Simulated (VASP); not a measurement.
# Ni in VASP: single point with LDA

Aim: the single point of Ni with LDA.

All numbers are computed with VASP 6.6.1; they aren't measurements. Logs are shortened: lines on timing, memory, paths and dates and some standing lists are left out, and cuts for length are marked.

## 1. The cell of the first run

The cell holds a slab with vacuum, 6 atoms: a = 2.422 Å, b = 2.422 Å, c = 25.887 Å, α = 90.00°, β = 90.00°, γ = 120.00°.

## 2. Single point, LDA, collinear spin, ferromagnetic start

Contents of INCAR:

```
ALGO = Normal
DIPOL = 0.5 0.5 0.500
EDIFF = 1E-7
ENCUT = 520
GGA = CA
IDIPOL = 3
ISIF = 2
ISMEAR = -1
ISPIN = 2
LASPH = True
LCHARG = True
LDIPOL = True
LELF = True
LMAXMIX = 4
LORBIT = 11
LREAL = False
LVACPOTAV = True
LVHAR = True
LWAVE = False
MAGMOM = 1 1 1 1 1 1
NBANDS = 43
NELM = 150
PREC = Accurate
SIGMA = 0.1
```

Contents of KPOINTS:

```
k-points
0
Gamma
  19 19 1
```

Contents of POSCAR:

```
Ni
1.0
    2.4218948118      0.0000000000      0.0000000000
   -1.2109474059      2.0974224323      0.0000000000
    0.0000000000      0.0000000000     25.8873000000
Ni
6
Direct
    0.1666666667      0.3333333333      0.3100318835
    0.5000000000      1.0000000000      0.3854386571
    0.8333333333      0.6666666667      0.4617922994
    0.1666666667      0.3333333333      0.5382076959
    0.5000000000      1.0000000000      0.6145613443
    0.8333333333      0.6666666667      0.6899681193
```

Potentials or basis: VASP PAW LDA potentials, release 64 (Ni).

Launch:

```sh
$ cat potpaw_LDA.64/Ni/POTCAR > POTCAR
$ mpirun -np 1 vasp_std > vasp.out
```

OUTCAR:

```text
EDIFF = 1E-7
   ENCUT = 520
   GGA = CA
   ISIF = 2
   ISMEAR = -1
   ISPIN = 2
   LASPH = True
   LORBIT = 11
   LREAL = False
   NELM = 150
   PREC = Accurate

 ion  position               nearest neighbor table
   1  0.167  0.333  0.310-   2 2.40   2 2.40   2 2.40
   2  0.500  0.000  0.385-   1 2.40   1 2.40   1 2.40   3 2.42   3 2.42   3 2.42
   3  0.833  0.667  0.462-   2 2.42   2 2.42   2 2.42   4 2.42   4 2.42   4 2.42
   4  0.167  0.333  0.538-   5 2.42   5 2.42   5 2.42   3 2.42   3 2.42   3 2.42
   5  0.500  0.000  0.615-   6 2.40   6 2.40   6 2.40   4 2.42   4 2.42   4 2.42
   6  0.833  0.667  0.690-   5 2.40   5 2.40   5 2.40

  LATTYP: Found a hexagonal cell.
 ALAT       =     2.4218948118
 C/A-ratio  =    10.6888622387

  Lattice vectors:

 A1 = (   2.4218948118,   0.0000000000,   0.0000000000)
 A2 = (  -1.2109474059,   2.0974224323,   0.0000000000)
 A3 = (   0.0000000000,   0.0000000000,  25.8873000000)

Analysis of symmetry for initial positions (statically):
=====================================================================
 Subroutine PRICEL returns:
 Original cell was already a primitive cell.

 Routine SETGRP: Setting up the symmetry group for a
 hexagonal supercell.

 Subroutine GETGRP returns: Found 12 space group operations
 (whereof  4 operations were pure point group operations)
 out of a pool of 24 trial point group operations.

The static configuration has the point symmetry C_2h.
 The point group associated with its full space group is D_3d.

Analysis of symmetry for dynamics (positions and initial velocities):
=====================================================================
 Subroutine PRICEL returns:
 Original cell was already a primitive cell.

 Routine SETGRP: Setting up the symmetry group for a
 hexagonal supercell.

 Subroutine GETGRP returns: Found 12 space group operations
 (whereof  4 operations were pure point group operations)
 out of a pool of 24 trial point group operations.

The dynamic configuration has the point symmetry C_2h.
 The point group associated with its full space group is D_3d.

Analysis of structural, dynamic, and magnetic symmetry:
=====================================================================
 Subroutine PRICEL returns:
 Original cell was already a primitive cell.

 Routine SETGRP: Setting up the symmetry group for a
 hexagonal supercell.

 Subroutine GETGRP returns: Found 12 space group operations
[... 148 lines left out ...]
   NGX =  9   NGY =  9   NGZ = 97

 number of electron      59.9999936 magnetization       3.4624939

 dipolmoment           0.000000      0.000000      0.000001 electrons x Angstroem

 Free energy of the ion-electron system (eV)
  ---------------------------------------------------
  ext. energy  EPLUGINS =         0.00000000
  ---------------------------------------------------
  free energy    TOTEN  =       -38.06010135 eV

  energy without entropy =      -37.71863809  energy(sigma->0) =      -37.88936972

 E-fermi :   1.7449     XC(G=0):  -7.2263

 val. band max:        1.7431138556   @ k =   0.3158   0.1053   0.0000
 cond. band min:       1.7462902714   @ k =   0.3158   0.3158   0.0000
 fundamental gap:      0.0031764158
 Fermi energy:         1.7448980365

 spin component 1

 k-point     1 :       0.0000    0.0000    0.0000
  band No.  band energies     occupation
      1      -7.5647      1.00000
      2      -6.8561      1.00000
      3      -5.7472      1.00000
      4      -4.5190      1.00000
      5      -3.6969      1.00000
      6      -3.4846      1.00000
[... 1069 lines left out ...]
     41      11.9129      0.00000
     42      12.2623      0.00000

 [... further k-points ...]

 spin component 2

 k-point     1 :       0.0000    0.0000    0.0000
  band No.  band energies     occupation
      1      -7.5199      1.00000
      2      -6.8074      1.00000
      3      -5.6886      1.00000
      4      -4.4151      1.00000
      5      -3.4650      1.00000
      6      -3.1568      1.00000
[... 1069 lines left out ...]
     41      11.9588      0.00000
     42      12.3739      0.00000

 [... further k-points ...]

 [bands above 42 left out]

------------------------ aborting loop because EDIFF is reached ----------------------------------------

  FORCE on cell =-STRESS in cart. coord.  units (eV):
  Direction    XX          YY          ZZ          XY          YZ          ZX
  --------------------------------------------------------------------------------------
  -------------------------------------------------------------------------------------
  Total       -1.9163607     -1.9163607     -0.0294591      0.0000000      0.0000000      0.0000000
  in kB      -23.3485496    -23.3485496     -0.3589241      0.0000000      0.0000000      0.0000000
  external PRESSURE =     -15.6853411 kB  Pullay stress =       0.0000000 kB

 VOLUME and BASIS-vectors are now :
 -----------------------------------------------------------------------------
  energy-cutoff  :      520.00
  volume of cell :      131.50
      direct lattice vectors                 reciprocal lattice vectors
     2.421894812  0.000000000  0.000000000     0.412899848  0.238387838  0.000000000
    -1.210947406  2.097422432  0.000000000     0.000000000  0.476775677  0.000000000
     0.000000000  0.000000000 25.887300000     0.000000000  0.000000000  0.038628980

 POSITION                                       TOTAL-FORCE (eV/Angst)
 -----------------------------------------------------------------------------------
      0.00000      0.69914      8.02589         0.000000     -0.000000     -0.001929
      1.21095      0.00000      9.97797         0.000000     -0.000000      0.006435
      1.21095      1.39828     11.95456        -0.000000      0.000000      0.001960
      0.00000      0.69914     13.93274         0.000000     -0.000000     -0.001960
      1.21095      0.00000     15.90933        -0.000000      0.000000     -0.006435
      1.21095      1.39828     17.86141        -0.000000      0.000000      0.001929
 -----------------------------------------------------------------------------------
    total drift:                                0.000000     -0.000000      0.000107

  FREE ENERGIE OF THE ION-ELECTRON SYSTEM (eV)
  ---------------------------------------------------
  free  energy   TOTEN  =       -38.0601013548 eV

  energy  without entropy=      -37.7186380855  energy(sigma->0) =      -37.88936972

 vacuum level on the upper side and lower side of the slab         7.251         7.251

 total charge

# of ion       s       p       d       tot
------------------------------------------
    1        0.524   0.442   8.346   9.312
    2        0.532   0.574   8.372   9.478
    3        0.535   0.570   8.369   9.474
    4        0.535   0.570   8.369   9.474
    5        0.532   0.574   8.372   9.478
    6        0.524   0.442   8.346   9.312
--------------------------------------------------
tot          3.182   3.172  50.174  56.528

 magnetization (x)

# of ion       s       p       d       tot
------------------------------------------
    1       -0.004  -0.016   0.615   0.595
    2       -0.005  -0.019   0.618   0.593
    3       -0.005  -0.018   0.571   0.548
    4       -0.005  -0.018   0.571   0.548
    5       -0.005  -0.019   0.618   0.593
    6       -0.004  -0.016   0.615   0.595
--------------------------------------------------
tot         -0.029  -0.106   3.607   3.472
```

OSZICAR:

```text
N       E                     dE             d eps       ncg     rms          rms(c)
DAV:   1     0.453412767079E+03    0.45341E+03   -0.27477E+04  6880   0.171E+03
DAV:   2    -0.432139335419E+01   -0.45773E+03   -0.43340E+03  6888   0.349E+02
DAV:   3    -0.436902287312E+02   -0.39369E+02   -0.36814E+02  7249   0.140E+02
[... 31 lines left out ...]
DAV:  35    -0.380600992787E+02   -0.25302E-05   -0.30284E-07  5105   0.610E-03    0.403E-03
DAV:  36    -0.380601004699E+02   -0.11912E-05   -0.12129E-07  4874   0.334E-03    0.333E-03
DAV:  37    -0.380601011451E+02   -0.67520E-06   -0.93528E-08  4698   0.323E-03    0.206E-03
DAV:  38    -0.380601012751E+02   -0.13002E-06   -0.53025E-08  4623   0.322E-03    0.266E-04
DAV:  39    -0.380601013548E+02   -0.79643E-07   -0.12687E-08  4512   0.117E-03
   1 F= -.38060101E+02 E0= -.37889370E+02  d E =-.341463E+00  mag=     3.4625
```

stdout:

```text
POSCAR found type information on POSCAR Ni
 POSCAR found :  1 types and       6 ions
 scaLAPACK will be used
 LDA part: xc-table for (Slater(with rela. corr.)+CA(PZ))
 , standard interpolation
 POSCAR, INCAR and KPOINTS ok, starting setup
 FFT: planning ... GRIDC
 FFT: planning ... GRID_SOFT
 FFT: planning ... GRID
 WAVECAR not read
 entering main loop
 -----------------------------------------------------------------------------
|                                                                             |
|           W    W    AA    RRRRR   N    N  II  N    N   GGGG   !!!           |
|           W    W   A  A   R    R  NN   N  II  NN   N  G    G  !!!           |
|           W    W  A    A  R    R  N N  N  II  N N  N  G       !!!           |
|           W WW W  AAAAAA  RRRRR   N  N N  II  N  N N  G  GGG   !            |
|           WW  WW  A    A  R   R   N   NN  II  N   NN  G    G                |
|           W    W  A    A  R    R  N    N  II  N    N   GGGG   !!!           |
|                                                                             |
|     Did not find any points to average over, which means that no vacuum     |
|     field-free region was found. Please increase the size of  your cell     |
|     in the dimension of the dipole correction to obtain accurate            |
|     workfunction values.                                                    |
|                                                                             |
 -----------------------------------------------------------------------------
```

Run time: 15 min. Hardware: 1 thread of Intel Xeon Platinum 8488C (Sapphire Rapids), shared host; peak memory 0.42 GiB.

Results:

```
Free energy                                           : -38.0601 eV
Largest force                                         : 0.006 eV/Å
Net moment                                            : 3.46 μB per cell
Site moments                                          : Ni +0.59, +0.55 (each value once) μB
Valence electrons inside the program's atomic spheres : Ni 9.31, 9.48, 9.47 (each value once)
```

Forces on the atoms (eV/Å):
```
Ni   0.000  0.000 -0.002
Ni   0.000  0.000  0.006
Ni   0.000  0.000  0.002
Ni   0.000  0.000 -0.002
Ni   0.000  0.000 -0.006
Ni   0.000  0.000  0.002
```
